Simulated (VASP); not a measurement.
A run of VASP 6.6.1 is set up as follows.

INCAR

```
SYSTEM = Ti2InC
PREC = Accurate
ENCUT = 520
EDIFF = 1E-6
ISMEAR = 0
SIGMA = 0.1
LREAL = .FALSE.
LASPH = .TRUE.
NELM = 80
ALGO = Normal
ISIF = 2
LWAVE = .FALSE.
LCHARG = .FALSE.
GGA = PS
NBANDS = 51
```

Contents of KPOINTS:

```
Automatic mesh
0
G
  15 15 4
  0 0 0
```

File POSCAR:

```
Ti2InC
1.0
    3.1078857984      0.0000000000      0.0000000000
   -1.5539428992      2.6915080535      0.0000000000
    0.0000000000      0.0000000000     14.0303194804
Ti In C
4 2 2
Direct
    0.6666666667      0.3333333333      0.5786695142
    0.6666666667      0.3333333333      0.9213304858
    0.3333333333      0.6666666667      0.0786695142
    0.3333333333      0.6666666667      0.4213304858
    0.6666666667      0.3333333333      0.2500000000
    0.3333333333      0.6666666667      0.7500000000
    0.0000000000      0.0000000000      0.5000000000
    0.0000000000      0.0000000000      0.0000000000
```

Potentials or basis: VASP PAW PBE potentials, release 64 (Ti_sv, In_d, C).

The run is started by

```console
$ cat potpaw_PBE.64/Ti_sv/POTCAR potpaw_PBE.64/In_d/POTCAR potpaw_PBE.64/C/POTCAR > POTCAR
$ mpirun -np 1 vasp_std > vasp.out
```

Question: Predict the pressure.

Answer: 0.1 GPa.

Question: Estimate the largest force.

Answer: 0.021 eV/Å.

Forces in eV/Å, atoms in the order of the input:
```
Ti   0.000  0.000  0.021
Ti   0.000  0.000 -0.021
Ti   0.000  0.000  0.021
Ti   0.000  0.000 -0.021
In   0.000  0.000  0.000
In   0.000  0.000  0.000
C    0.000  0.000  0.000
C    0.000  0.000  0.000
```

Caveat: the PAW data sets were made with another functional, which shifts forces and pressure a little.
